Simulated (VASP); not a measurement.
# C (a cell with a defect) in VASP: a series of runs, part 2 of 2

VASP 6.6.1.

## Step 3: Single point, PBE

Contents of INCAR:

```
SYSTEM = C
  PREC = Accurate
  ENCUT = 520
  EDIFF = 1E-7
  ISMEAR = 0
  SIGMA = 0.1
  LREAL = Auto
  LASPH = .TRUE.
  NELM = 100
  ALGO = Normal
  ISIF = 2
  LWAVE = .FALSE.
  LCHARG = .TRUE.
  GGA = PE
  LELF = .TRUE.
  LVHAR = .TRUE.
  NBANDS = 78
```

Contents of KPOINTS:

```
regular mesh
0
G
  4 4 4
  0 0 0
```

Contents of POSCAR:

```
C
1.0
    6.1662906811     -2.1360657508      0.0000000000
    1.2332581362     -6.4081972523      0.0000000000
    2.4665162724     -2.8480876677     -8.5756693636
C
29
Direct
    0.2606676718      0.8257277361      0.2602175883
    0.1179605809      0.5400913387      0.2596024760
   -0.0249266225      0.2543535360      0.2598256656
    0.8322701668      0.9687454793      0.2596528511
    0.6891220512      0.6829768184      0.2600284486
    0.5464793591      0.3972487295      0.2597619971
    0.4034453096      0.1112174793      0.2603855052
    0.5940115736      0.1590443912      0.2599099738
    0.4509144992      0.8731350743      0.2607244875
    0.3083335773      0.5877836836      0.2598436233
    0.1655112636      0.3018734905      0.2599295642
    0.0226891727      1.0163276233      0.2597990787
    0.8798559773      0.7306301378      0.2595582812
    0.7369987023      0.4448532092      0.2597371593
    0.2764970946      0.5554526847      0.7144420733
    0.1336721984      0.2630229366      0.7106647588
    0.9974575003     -0.0180651177      0.7054589844
    0.8527647618      0.6917984468      0.7096180767
    0.7105817975      0.4065828617      0.7085460904
    0.5649937246      0.1051288563      0.7404416764
    0.4254164111      0.8332958299      0.7113023767
    0.6164518892      0.8747574206      0.7146195521
    0.4697024221      0.5989899411      0.7113162532
    0.3105870623      0.3078897535      0.7401995962
    0.1863394139      0.0275929360      0.7084440575
    1.0434641818      0.7416424186      0.7096024511
    0.9015383865      0.4543590029      0.7053078592
    0.7615993170      0.1695913445      0.7110665933
    0.3854040483      0.1551319753      0.8947250267
```

Potentials or basis: VASP PAW PBE potentials, release 64 (C).

Command:

```console
$ cat potpaw_PBE.64/C/POTCAR > POTCAR
$ mpirun -np 1 vasp_std > vasp.out
```

Wall time 31 min (1 thread of Oxide Virtual Turin-like, shared host); peak memory 0.69 GiB.

Results (log left out):

```
Free energy            : -261.1941 eV
Pressure               : 2.2 GPa
Largest force          : 0.090 eV/Å
Band gap on the k mesh : zero (bands 58 and 59 overlap by 0.04 eV)
```

Forces in eV/Å, atoms in the order of the input:
```
C    0.005  0.000  0.004
C    0.004  0.005  0.003
C    0.004 -0.008  0.001
C    0.011  0.005 -0.002
C    0.008  0.000  0.000
C   -0.008  0.004  0.001
C   -0.010 -0.009  0.000
C    0.005 -0.007  0.000
C   -0.003 -0.004  0.003
C   -0.001  0.004 -0.002
C   -0.002  0.002  0.001
C   -0.006  0.001  0.004
C   -0.004 -0.010  0.001
C    0.003  0.003 -0.001
C    0.013  0.021 -0.008
C    0.021 -0.015 -0.001
C   -0.009  0.012  0.007
C    0.009  0.005  0.007
C    0.000  0.001 -0.003
C    0.023  0.015  0.012
C    0.000 -0.013 -0.001
C   -0.006 -0.006  0.001
C   -0.011  0.005  0.000
C   -0.038 -0.017  0.045
C    0.002  0.008 -0.001
C   -0.003 -0.008 -0.001
C   -0.011  0.004  0.012
C   -0.001  0.008  0.008
C    0.006 -0.006 -0.090
```

Stress tensor (GPa, compression positive):
```
 3.01 -0.43 -0.07
-0.43  2.96 -0.02
-0.07 -0.02  0.50
```

Levels at points of the mesh, in eV from the Fermi level:
```
           k point  band 54  band 55  band 56  band 57  band 58  band 59  band 60  band 61  band 62  band 63
(0.00, 0.00, 0.00)    -2.79    -2.41    -2.41    -1.76    -0.58     0.52     2.65     4.11     4.12     4.14
(0.50, 0.00, 0.00)    -1.69    -1.41    -0.96    -0.94    -0.03     0.68     0.78     1.86     2.09     2.12
(0.00, 0.50, 0.00)    -1.56    -1.40    -0.96    -0.94    -0.71     0.54     1.42     1.68     2.09     2.11
(0.50, 0.50, 0.50)    -1.70    -1.30    -0.98    -0.95    -0.61    -0.07     1.32     2.08     2.11     2.28
(0.50, 0.50, 0.00)    -1.70    -1.34    -1.00    -0.93    -0.60    -0.07     1.32     2.09     2.11     2.28
(0.00, 0.50, 0.50)    -1.54    -1.42    -0.98    -0.95    -0.70     0.54     1.41     1.68     2.10     2.12
(0.50, 0.00, 0.50)    -1.71    -1.40    -0.98    -0.95    -0.05     0.70     0.78     1.82     2.11     2.14
(0.00, 0.00, 0.50)    -2.79    -2.41    -2.41    -1.80    -0.59     0.50     2.63     4.14     4.16     4.18
```

## Step 4: Single point, PBE

Contents of INCAR:

```
SYSTEM = C
PREC = Accurate
ENCUT = 520
EDIFF = 1E-6
ISMEAR = 0
SIGMA = 0.1
LREAL = Auto
LASPH = .True.
NELM = 100
ALGO = Normal
ISIF = 2
LWAVE = .False.
LCHARG = .False.
GGA = PE
NBANDS = 78
```

Contents of KPOINTS:

```
Automatic mesh
0
Gamma
  4 4 4
  0 0 0
```

Contents of POSCAR:

```
C
1.0
    6.1662906811     -2.1360657508      0.0000000000
    1.2332581362     -6.4081972523      0.0000000000
    2.4665162724     -2.8480876677     -8.5756693636
C
29
Direct
    0.2475259888      0.7400199154      0.2638677990
    0.1041257167      0.4537397990      0.2655681911
   -0.0382112062      0.1685297353      0.2643545249
    0.8190469071      0.8829565736      0.2636983662
    0.6761735419      0.5972206142      0.2638933364
    0.5332805759      0.3115772313      0.2637107267
    0.3900022707      0.0257132790      0.2645251238
    0.5808803204      0.0734564293      0.2637535222
    0.4379996161      0.7877408406      0.2638957852
    0.2948352336      0.5017396416      0.2645041342
    0.1517448462      0.2158111494      0.2654923952
    0.0095127093      0.9306746127      0.2637302004
    0.8665468472      0.6444879050      0.2645639546
    0.7238264723      0.3591796717      0.2637162073
    0.2792351741      0.6451583033      0.7360316417
    0.1433464878      0.3564124930      0.7104689724
    1.0049327190      0.0774355736      0.7013668257
    0.8639638637      0.7905361451      0.7045870991
    0.7196329906      0.5052603171      0.7074834328
    0.5823590824      0.2135500899      0.7067730509
    0.4355032193      0.9325951594      0.7058043802
    0.6285287077      0.9813704072      0.7014623285
    0.4839722306      0.6963033351      0.7105526976
    0.3311499712      0.3905145215      0.7360798012
    0.1950710380      0.1233249900      0.7055346636
    1.0475087406      0.8416298797      0.7068466312
    0.9096388981      0.5495478933      0.7075123518
    0.7672995986      0.2662021009      0.7046946126
    0.2543107972      0.4661448303      0.8902596026
```

Command:

```console
$ cat potpaw_PBE.64/C/POTCAR > POTCAR
$ mpirun -np 1 vasp_std > vasp.out
```

It took 34 min on 1 thread of Oxide Virtual Turin-like, shared host; peak memory 0.7 GiB.

The run converged. Its results:

* Free energy: -261.1770 eV
* Pressure: 2.2 GPa
* Largest force: 0.095 eV/Å
* Band gap on the k mesh: zero (bands 58 and 59 overlap by 0.04 eV)

Forces on the atoms (eV/Å):
```
C   -0.003 -0.006 -0.005
C   -0.001 -0.004 -0.003
C    0.000  0.004  0.001
C    0.006  0.000  0.002
C   -0.003  0.003  0.003
C    0.000 -0.003  0.003
C   -0.001  0.004 -0.001
C   -0.007  0.003  0.006
C    0.001 -0.003 -0.001
C    0.001  0.005  0.005
C    0.000 -0.002 -0.001
C    0.001 -0.001  0.001
C    0.001  0.003 -0.003
C   -0.001 -0.002 -0.002
C    0.007 -0.025  0.023
C    0.013 -0.011 -0.004
C   -0.011  0.005 -0.004
C   -0.002  0.014 -0.006
C    0.020  0.006 -0.007
C   -0.016 -0.008  0.006
C    0.010 -0.022  0.030
C   -0.018  0.009 -0.002
C   -0.009 -0.009 -0.003
C   -0.015  0.036  0.047
C    0.006 -0.003 -0.010
C    0.012  0.004  0.003
C    0.010 -0.002  0.006
C    0.007  0.007  0.011
C   -0.006 -0.003 -0.095
```

Stress tensor (GPa, compression positive):
```
3.36 0.23 0.01
0.23 2.62 0.00
0.01 0.00 0.58
```

Levels at points of the mesh, in eV from the Fermi level:
```
           k point  band 56  band 57  band 58  band 59  band 60  band 61
(0.00, 0.00, 0.00)    -2.38    -1.75    -0.57     0.52     2.66     4.13
(0.50, 0.00, 0.00)    -0.94    -0.91    -0.59    -0.08     1.34     2.12
(0.00, 0.50, 0.00)    -0.94    -0.90    -0.05     0.70     0.79     1.87
(0.50, 0.50, 0.50)    -0.95    -0.89    -0.70     0.54     1.42     1.70
(0.50, 0.50, 0.00)    -0.95    -0.87    -0.71     0.53     1.42     1.68
(0.00, 0.50, 0.50)    -0.95    -0.91    -0.04     0.71     0.79     1.84
(0.50, 0.00, 0.50)    -0.94    -0.89    -0.60    -0.08     1.33     2.12
(0.00, 0.00, 0.50)    -2.38    -1.79    -0.58     0.51     2.64     4.15
```

## Step 5: The runs side by side

| cell | gap on the mesh (eV) | pressure (GPa) | largest force (eV/Å) |
| --- | --- | --- | --- |
| as given, atomic positions A | none | 2.2 | 0.09 |
| as given, atomic positions B | none | 2.2 | 0.09 |
| as given, atomic positions C | none | 2.2 | 0.09 |

Alike in all rows: task single point; level PBE; potentials or basis VASP PAW PBE potentials, release 64 (C); no spin polarisation; k mesh 4 × 4 × 4; cutoff (eV) 520; smearing gaussian 0.1 eV.

Total energies depend on the potentials used, so only differences within one code and one set of settings carry meaning.
